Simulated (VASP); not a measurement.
A run of VASP 6.6.1 is set up as follows.

Contents of INCAR:

```
SYSTEM = CsSnI3
PREC = Accurate
ENCUT = 600
EDIFF = 1E-6
ISMEAR = 0
SIGMA = 0.02
LREAL = .False.
LASPH = .True.
NELM = 60
ALGO = Normal
ISIF = 3
LWAVE = .False.
LCHARG = .False.
GGA = PE
IBRION = 2
NSW = 100
EDIFFG = -0.01
```

File KPOINTS:

```
regular mesh
0
Gamma
  6 6 6
  0 0 0
```

File POSCAR:

```
CsSnI3
1.0
    6.2057000000      0.0000000000      0.0000000000
    0.0000000000      6.2057000000      0.0000000000
    0.0000000000      0.0000000000      6.2057000000
Cs Sn I
1 1 3
Direct
    0.0000000000      0.0000000000      0.0000000000
    0.5000000000      0.5000000000      0.5000000000
    0.0000000000      0.5000000000      0.5000000000
    0.5000000000      0.0000000000      0.5000000000
    0.5000000000      0.5000000000      0.0000000000
```

Potentials or basis: VASP PAW PBE potentials, release 64 (Cs_sv, Sn_d, I).

Launch:

```console
$ cat potpaw_PBE.64/Cs_sv/POTCAR potpaw_PBE.64/Sn_d/POTCAR potpaw_PBE.64/I/POTCAR > POTCAR
$ mpirun -np 1 vasp_std > vasp.out
```

What does it give for the band gap on the k mesh?

0.48 eV.

What does it give for the relaxed volume?

49.70 Å³/atom.

Step by step:
```
step  energy change (eV)  largest force (eV/Å)  pressure (GPa)  volume (Å³)
   1              0.0000                0.0000            0.65       238.99
   2             -0.0171                0.0000            0.17       245.78
   3             -0.0184                0.0000           -0.01       248.48
```

Caveat: spin-orbit coupling is left out, which moves the levels of the heavy elements. A k mesh can miss the band edges.
